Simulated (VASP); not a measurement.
Write the native input for VASP 6.6.1 that does the following.

```yaml
Task: single point
Functional: PBE
Potentials_or_basis: VASP PAW PBE potentials, release 64 (Mo_sv)
Cutoff: 520 eV
k_mesh: 22 × 22 × 22
Occupations: gaussian, width 0.15 eV
Spin: no spin polarisation
Dipole_correction: no
Further_INCAR_settings: ALGO = Fast; EDIFF = 1e-06; NBANDS = 13
```

The structure of Mo lies in POSCAR:

```
Mo
1.0
   -1.6966800000      1.6966800000      1.4453200000
    1.6966800000     -1.6966800000      1.4453200000
    1.6966800000      1.6966800000     -1.4453200000
Mo
1
Direct
    0.0000000000      0.0000000000      0.0000000000
```

This cell differs from its parent crystal: strain +0.080 along x and y, -0.080 along z.

These files were run (other wordings do the same):

INCAR

```
SYSTEM = Mo
PREC = Accurate
ENCUT = 520
EDIFF = 1E-6
ISMEAR = 0
SIGMA = 0.15
LREAL = .FALSE.
LASPH = .TRUE.
NELM = 60
ALGO = Fast
ISIF = 2
LWAVE = .FALSE.
LCHARG = .FALSE.
GGA = PE
NBANDS = 13
```

KPOINTS

```
regular mesh
0
G
  22 22 22
  0 0 0
```

Potentials or basis: VASP PAW PBE potentials, release 64 (Mo_sv).

Launch:

```bash
$ cat potpaw_PBE.64/Mo_sv/POTCAR > POTCAR
$ mpirun -np 1 vasp_std > vasp.out
```

Results of the run:

```
Pressure               : -8.9 GPa
Band gap on the k mesh : zero (band 7 reaches 15.20 eV, above the bottom of band 8 at 10.21 eV)
```

Caveat: the cell differs from its parent crystal (strain +0.080 along x and y, -0.080 along z).

Run time: 65 s on 1 thread of Intel(R) Xeon(R) 6975P-C (Granite Rapids), on a shared host, peak memory 0.28 GiB.
